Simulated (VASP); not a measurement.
Input of a VASP 6.6.1 run:

File INCAR:

```
PREC = Accurate
ENCUT = 520
EDIFF = 1E-6
ISMEAR = -1
SIGMA = 0.05
LREAL = False
LASPH = True
NELM = 60
ALGO = Normal
ISIF = 2
LWAVE = False
LCHARG = False
GGA = PE
IBRION = 2
NSW = 80
EDIFFG = -0.02
```

File KPOINTS:

```
regular mesh
0
Gamma
  18 18 10
```

The input POSCAR:

```
Au
1.0
    2.8805363263      0.0000000000      0.0000000000
   -1.4402681632      2.4946176351      0.0000000000
    0.0000000000      0.0000000000      4.8472473353
Au
2
Direct
    0.3333333333      0.6666666667      0.7500000000
    0.6666666667      0.3333333333      0.2500000000
```

Potentials or basis: VASP PAW PBE potentials, release 64 (Au).

The run is started by

```console
$ cat potpaw_PBE.64/Au/POTCAR > POTCAR
$ mpirun -np 1 vasp_std > vasp.out
```

(1) What does it give for the band gap on the k mesh?

Answers

(1) zero (bands 11 and 12 overlap by 6.83 eV).

Caveat: spin-orbit coupling is left out, which moves the levels of the heavy elements.
